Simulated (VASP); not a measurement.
A run of VASP 6.6.1:

File INCAR:

```
SYSTEM = MoS2
PREC = Accurate
ENCUT = 520
EDIFF = 1E-6
ISMEAR = 0
SIGMA = 0.15
LREAL = .False.
LASPH = .True.
NELM = 100
ALGO = Fast
ISIF = 2
LWAVE = .False.
LCHARG = .False.
GGA = PS
IVDW = 12
NBANDS = 49
```

Contents of KPOINTS:

```
regular mesh
0
Gamma
  14 14 3
  0 0 0
```

File POSCAR:

```
MoS2
1.0
   -3.0798097231      0.0000000000      0.0000000000
   -1.5399048616     -2.6671934590      0.0000000000
   -4.1577431263     -2.4004741131     17.7411508765
Mo S
3 6
Direct
    0.5196552966      0.5196552966      0.1633459667
    0.2648255170     -0.7351744830      0.8168605366
   -0.1077595932     -0.1077595932      0.4901032517
   -0.1501693547     -0.1501693547      0.9075955793
    0.4772455350     -0.5227544650      0.5808382944
    0.1046604248      0.1046604248      0.2540810095
    0.3072352786      0.3072352786      0.3993682090
    0.9346501684     -0.0653498316      0.0726109240
   -0.3201796112     -0.3201796112      0.7261254939
```

Potentials or basis: VASP PAW PBE potentials, release 64 (Mo_sv, S).

The run is started by

```bash
$ cat potpaw_PBE.64/Mo_sv/POTCAR potpaw_PBE.64/S/POTCAR > POTCAR
$ mpirun -np 1 vasp_std > vasp.out
```

Hardware: 1 thread of Oxide Virtual Turin-like Processor, on a shared host.

Q: How long does it take, and how much memory?

A: Wall time 37 min on 1 thread of Oxide Virtual Turin-like Processor, with other jobs on the host, peak memory 0.84 GiB. Counts: scf iterations 17, k points 162.
